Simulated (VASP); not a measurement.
# ScAlC2N2 (C2/m) in VASP: single point with PBE

Aim: the single point of ScAlC2N2 with PBE.

Program: VASP 6.6.1. These are calculated values, not measurements. Logs are shortened: lines on timing, memory, paths and dates and some standing lists are left out, and cuts for length are marked.

**1. The cell of the first run**

It takes space group C2/m (No. 12, monoclinic). The conventional cell has a = 7.712 Å, b = 3.056 Å, c = 5.509 Å, α = 90.00°, β = 100.25°, γ = 90.00°. Within 3.4 Å of Sc (site symmetry 2/m) lie 6 N at 2.30 to 3.33 Å and 6 C at 2.33 to 3.00 Å and 2 Sc at 3.06 Å and 4 Al at 3.15 Å. Within 2.7 Å of Al (site symmetry 2/m) lie 4 N at 2.05 Å and 2 C at 2.16 Å. C (site symmetry m) has 1 N at 1.29 Å within 1.7 Å. N (site symmetry m) has 1 C at 1.29 Å within 1.7 Å.

**2. Single point, PBE**

Contents of INCAR:

```
SYSTEM = ScAlC2N2
PREC     = Accurate       ! precision mode
ENCUT    = 520            ! plane-wave cutoff, eV
EDIFF    = 1E-7           ! SCF threshold, eV
ISMEAR   = 0              ! smearing method
SIGMA    = 0.1            ! smearing width, eV
LREAL    = .FALSE.        ! projectors in reciprocal space
LASPH    = .TRUE.         ! aspherical terms in the spheres
NELM     = 80             ! most SCF steps
ALGO     = Normal         ! electronic algorithm
ISIF     = 2              ! what is computed and relaxed
LWAVE    = .FALSE.        ! write WAVECAR
LCHARG   = .TRUE.         ! write CHGCAR
GGA      = PE             ! functional
LELF     = .TRUE.         ! ELF
LVHAR    = .TRUE.       
NBANDS   = 25             ! bands
```

Contents of KPOINTS:

```
Automatic mesh
0
G
  14 14 8
  0 0 0
```

Contents of POSCAR:

```
ScAlC2N2
1.0
    3.8559916832     -1.5280148486     -0.0071332902
    3.8559916832      1.5280148486     -0.0071332902
   -0.9702208062      0.0000000000      5.4232535523
Sc Al C N
1 1 2 2
Direct
    0.0000000000      0.0000000000      0.0000000000
    0.5000000000      0.5000000000      0.5000000000
    0.6815520293      0.6815520293      0.2443573387
    0.3184479707      0.3184479707      0.7556426613
    0.8489323289      0.8489323289      0.3250157511
    0.1510676711      0.1510676711      0.6749842489
```

Potentials or basis: VASP PAW PBE potentials, release 64 (Sc_sv, Al, C, N).

On the command line:

```
cat potpaw_PBE.64/Sc_sv/POTCAR potpaw_PBE.64/Al/POTCAR potpaw_PBE.64/C/POTCAR potpaw_PBE.64/N/POTCAR > POTCAR
mpirun -np 1 vasp_std > vasp.out
```

OUTCAR:

```text
SYSTEM = ScAlC2N2
   PREC = Accurate
   ENCUT = 520
   EDIFF = 1E-7
   ISMEAR = 0
   LREAL = .FALSE.
   LASPH = .TRUE.
   NELM = 80
   ISIF = 2
   GGA = PE

 ion  position               nearest neighbor table
   1  0.000  0.000  0.000-   5 2.30   6 2.30   3 2.33   3 2.33   4 2.33   4 2.33   2 3.15   2 3.15
                             2 3.15   2 3.15
   2  0.500  0.500  0.500-   6 2.05   6 2.05   5 2.05   5 2.05   3 2.16   4 2.16   1 3.15   1 3.15
                             1 3.15   1 3.15
   3  0.682  0.682  0.244-   5 1.29   2 2.16   1 2.33   1 2.33
   4  0.318  0.318  0.756-   6 1.29   2 2.16   1 2.33   1 2.33
   5  0.849  0.849  0.325-   3 1.29   2 2.05   2 2.05   1 2.30
   6  0.151  0.151  0.675-   4 1.29   2 2.05   2 2.05   1 2.30

  LATTYP: Found a base centered monoclinic cell.
 ALAT       =     7.7119965624
 B/A-ratio  =     0.3962695876
 C/A-ratio  =     0.7143878133
 COS(beta)  =    -0.1779249099

  Lattice vectors:

 A1 = (   3.8559916832,  -1.5280148486,  -0.0071332902)
 A2 = (   3.8559916832,   1.5280148486,  -0.0071332902)
 A3 = (  -0.9702208062,   0.0000000000,   5.4232535523)

Analysis of symmetry for initial positions (statically):
=====================================================================
 Subroutine PRICEL returns:
 Original cell was already a primitive cell.

 Routine SETGRP: Setting up the symmetry group for a
 base centered monoclinic supercell.

 Subroutine GETGRP returns: Found  4 space group operations
 (whereof  4 operations were pure point group operations)
 out of a pool of  4 trial point group operations.

The static configuration has the point symmetry C_2h.

Analysis of symmetry for dynamics (positions and initial velocities):
=====================================================================
 Subroutine PRICEL returns:
 Original cell was already a primitive cell.

 Routine SETGRP: Setting up the symmetry group for a
 base centered monoclinic supercell.

 Subroutine GETGRP returns: Found  4 space group operations
 (whereof  4 operations were pure point group operations)
 out of a pool of  4 trial point group operations.

The dynamic configuration has the point symmetry C_2h.

 Subroutine INISYM returns: Found  4 space group operations
 (whereof  4 operations are pure point group operations),
 and found     1 'primitive' translations

----------------------------------------------------------------------------------------

                                     Primitive cell

  volume of cell :      63.8866

  direct lattice vectors                    reciprocal lattice vectors
     3.855991683 -1.528014849 -0.007133290     0.129711258 -0.327221951  0.023205362
     3.855991683  1.528014849 -0.007133290     0.129711258  0.327221951  0.023205362
    -0.970220806  0.000000000  5.423253552     0.000341222  0.000000000  0.184452202

  length of vectors
     4.147716495  4.147716495  5.509356360     0.352757288  0.352757288  0.184452518

  position of ions in fractional coordinates (direct lattice)
     0.000000000  0.000000000  0.000000000
     0.500000000  0.500000000  0.500000000
     0.681552029  0.681552029  0.244357339
     0.318447971  0.318447971  0.755642661
     0.848932329  0.848932329  0.325015751
     0.151067671  0.151067671  0.674984249

  ion indices of the primitive-cell ions
   primitive index   ion index
                 1           1
                 2           2
                 3           3
                 4           4
                 5           5
                 6           6

----------------------------------------------------------------------------------------

 KPOINTS: Automatic mesh

Automatic generation of k-mesh.
 Grid dimensions read from file:
 generate k-points for:   14   14    8

 Generating k-lattice:

  Cartesian coordinates                     Fractional coordinates (reciprocal lattice)
     0.009265090 -0.023372997  0.001657526     0.071428571 -0.000000000 -0.000000000
     0.009265090  0.023372997  0.001657526    -0.000000000  0.071428571 -0.000000000
     0.000042653  0.000000000  0.023056525     0.000000000  0.000000000  0.125000000

  Length of vectors
     0.025196949  0.025196949  0.023056565

  Shift w.r.t. Gamma in fractional coordinates (k-lattice)
     0.000000000  0.000000000  0.000000000

 Subroutine IBZKPT returns following result:
 ===========================================

 Found    429 irreducible k-points:

 Following reciprocal coordinates:
            Coordinates               Weight
  0.000000  0.000000  0.000000      1.000000
  0.071429  0.000000  0.000000      4.000000
  0.142857 -0.000000  0.000000      4.000000
  0.214286 -0.000000  0.000000      4.000000
  0.285714 -0.000000  0.000000      4.000000
  0.357143 -0.000000  0.000000      4.000000
[... 16 lines left out ...]
  0.214286  0.142857  0.000000      4.000000
  0.285714  0.142857  0.000000      4.000000
 [... further k-points ...]
   k-points           NKPTS =    429   k-points in BZ     NKDIM =    429   number of bands    NBANDS=     25
   number of dos      NEDOS =    301   number of ions     NIONS =      6
   total plane-waves  NPLWV =  43008
   dimension x,y,z NGX =    32 NGY =   32 NGZ =   42
   dimension x,y,z NGXF=    64 NGYF=   64 NGZF=   84
   ions per type =               1   1   2   2
   NGX,Y,Z   is equivalent  to a cutoff of  12.83, 12.83, 12.67 a.u.
   NGXF,Y,Z  is equivalent  to a cutoff of  25.65, 25.65, 25.35 a.u.
 SYSTEM =  ScAlC2N2
   PREC   = accura    normal or accurate (medium, high low for compatibility)
   ISTART =      0    job   : 0-new  1-cont  2-samecut
   ICHARG =      2    charge: 1-file 2-atom 10-const
   ISPIN  =      1    spin polarized calculation?
   LNONCOLLINEAR =      F non collinear calculations
   LSORBIT =      F    spin-orbit coupling
   LASPH  =      T    aspherical Exc in radial PAW
   ENCUT  =  520.0 eV  38.22 Ry    6.18 a.u.   7.71  7.71 10.24*2*pi/ulx,y,z
   NELM   =     80;   NELMIN=  2; NELMDL= -5     # of ELM steps
   EDIFF  = 0.1E-06   stopping-criterion for ELM
   LREAL  =      F    real-space projection
   EDIFFG = 0.1E-05   stopping-criterion for IOM
   NSW    =      0    number of steps for IOM
   IBRION =     -1    ionic relax: 0-MD 1-quasi-New 2-CG
   NFREE  =      0    steps in history (QN), initial steepest desc. (CG)
   ISIF   =      2    stress and relaxation
   ISYM   =      2    0-nonsym 1-usesym 2-fastsym
   POTIM  = 0.5000    time-step for ionic-motion
   TEBEG  =    0.0;   TEEND  =   0.0 temperature during run
   PSTRESS=    0.0 pullay stress
   NELECT =      32.0000    total number of electrons
   NUPDOWN=      -1.0000    fix difference up-down
   EMIN   =  10.00;   EMAX   =-10.00  energy-range for DOS
   EFERMI =   0.00;   METHOD = LEGACY
   ISMEAR =     0;   SIGMA  =   0.10  broadening in eV -4-tet -1-fermi 0-gaus
   EFERMI_NEDOS =   21; number of points for ismear=-14 and -15
   IALGO  =     38    algorithm
   IMIX   =      4    mixing-type and parameters
     AMIX     =   0.40;   BMIX     =  1.00
     AMIX_MAG =   1.60;   BMIX_MAG =  1.00
  volume/ion in A,a.u.               =      10.65        71.85
  Fermi-wavevector in a.u.,A,eV,Ry     =   1.300134  2.456898 22.998597  1.690349
  Thomas-Fermi vector in A             =   2.431353
   LORBIT       =      0    0 simple, 1 ext, 2 COOP (PROOUT), +10 PAW based schemes
   GGA     = PE    functional components
   LHFCALC =     F    Hartree Fock is set to
   AEXX    =    0.0000 exact exchange contribution
   IVDW    =     0    specifies the selected vdW correction
   LEPSILON=     F    determine dielectric tensor
   LRPA    =     F    only Hartree local field effects (RPA)
 non-spin polarized calculation
 Gauss-broadening in eV      SIGMA  =   0.10
  energy-cutoff  :      520.00
  volume of cell :       63.89
 maximum number of plane-waves:      1740
   NGX = 15   NGY = 15   NGZ = 21

 number of electron      32.0000000 magnetization

 Free energy of the ion-electron system (eV)
  ---------------------------------------------------
  ext. energy  EPLUGINS =         0.00000000
  ---------------------------------------------------
  free energy    TOTEN  =       -46.11221515 eV

  energy without entropy =      -46.10142208  energy(sigma->0) =      -46.10681862

 E-fermi :   6.6827     XC(G=0): -11.1126

 val. band max:        6.6824810911   @ k =  -0.0714  -0.1429   0.3750
 cond. band min:       6.6838303197   @ k =  -0.2143  -0.2143   0.1250
 fundamental gap:      0.0013492286
 Fermi energy:         6.6827063327

 k-point     1 :       0.0000    0.0000    0.0000
  band No.  band energies     occupation
      1     -42.8833      2.00000
      2     -21.6241      2.00000
      3     -21.5150      2.00000
      4     -21.3800      2.00000
      5     -12.6687      2.00000
      6     -11.5156      2.00000
[... 17 lines left out ...]
     24      12.8745      0.00000
     25      13.2070      0.00000

 k-point     2 :       0.0714    0.0000    0.0000
  band No.  band energies     occupation
      1     -42.8810      2.00000
      2     -21.6221      2.00000
      3     -21.5116      2.00000
      4     -21.4024      2.00000
      5     -12.6310      2.00000
      6     -11.5058      2.00000
[... 17 lines left out ...]
     24      13.1429      0.00000
     25      13.2612      0.00000

 k-point     3 :       0.1429   -0.0000    0.0000
  band No.  band energies     occupation
      1     -42.8743      2.00000
      2     -21.6166      2.00000
      3     -21.5022      2.00000
      4     -21.4646      2.00000
      5     -12.5223      2.00000
      6     -11.4789      2.00000
[... 552 lines left out ...]
 k-point    23 :       0.2143    0.1429    0.0000
  band No.  band energies     occupation
      1     -42.8805      2.00000
      2     -21.6280      2.00000
      3     -21.5156      2.00000
      4     -21.4032      2.00000
      5     -12.5187      2.00000
      6     -11.5447      2.00000
[... 17 lines left out ...]
     24      12.7307      0.00000
     25      13.0828      0.00000

 k-point    24 :       0.2857    0.1429    0.0000
  band No.  band energies     occupation
      1     -42.8738      2.00000
      2     -21.6240      2.00000
      3     -21.5063      2.00000
      4     -21.4652      2.00000
      5     -12.3854      2.00000
      6     -11.5277      2.00000
[... 17 lines left out ...]
     24      13.0250      0.00000
     25      13.4747      0.00000

 [... further k-points ...]

------------------------ aborting loop because EDIFF is reached ----------------------------------------

  FORCE on cell =-STRESS in cart. coord.  units (eV):
  Direction    XX          YY          ZZ          XY          YZ          ZX
  --------------------------------------------------------------------------------------
  -------------------------------------------------------------------------------------
  Total        0.3187697     -0.0043582      0.0888371      0.0000000      0.0000000      0.0852798
  in kB        7.9942524     -0.1092959      2.2278973      0.0000000      0.0000000      2.1386868
  external PRESSURE =       3.3709513 kB  Pullay stress =       0.0000000 kB

 VOLUME and BASIS-vectors are now :
 -----------------------------------------------------------------------------
  energy-cutoff  :      520.00
  volume of cell :       63.89
      direct lattice vectors                 reciprocal lattice vectors
     3.855991683 -1.528014849 -0.007133290     0.129711258 -0.327221951  0.023205362
     3.855991683  1.528014849 -0.007133290     0.129711258  0.327221951  0.023205362
    -0.970220806  0.000000000  5.423253552     0.000341222  0.000000000  0.184452202

 POSITION                                       TOTAL-FORCE (eV/Angst)
 -----------------------------------------------------------------------------------
      0.00000      0.00000      0.00000         0.000000      0.000000     -0.000000
      3.37088      0.00000      2.70449         0.000000     -0.000000     -0.000000
      5.01904      0.00000      1.31549        -0.088495     -0.000000     -0.016278
      1.72273      0.00000      4.09350         0.088495     -0.000000      0.016278
      6.23161      0.00000      1.75053         0.090866     -0.000000      0.057631
      0.51015      0.00000      3.65846        -0.090866     -0.000000     -0.057631
 -----------------------------------------------------------------------------------
    total drift:                                0.000000      0.000000     -0.000000

  FREE ENERGIE OF THE ION-ELECTRON SYSTEM (eV)
  ---------------------------------------------------
  free  energy   TOTEN  =       -46.1122151543 eV

  energy  without entropy=      -46.1014220822  energy(sigma->0) =      -46.10681862
```

Wall time 18 min (1 thread of AMD EPYC 7R43 (Zen 3), shared host); peak memory 0.7 GiB.

What came out:

| Item | Value |
| --- | --- |
| Free energy | -46.1122 eV |
| Pressure | 0.3 GPa |
| Largest force | 0.108 eV/Å |
| Band gap on the k mesh | zero (bands 16 and 17 overlap by 1.59 eV) |

Forces on the atoms (eV/Å):
```
Sc   0.000  0.000  0.000
Al   0.000  0.000  0.000
C   -0.088  0.000 -0.016
C    0.088  0.000  0.016
N    0.091  0.000  0.058
N   -0.091  0.000 -0.058
```
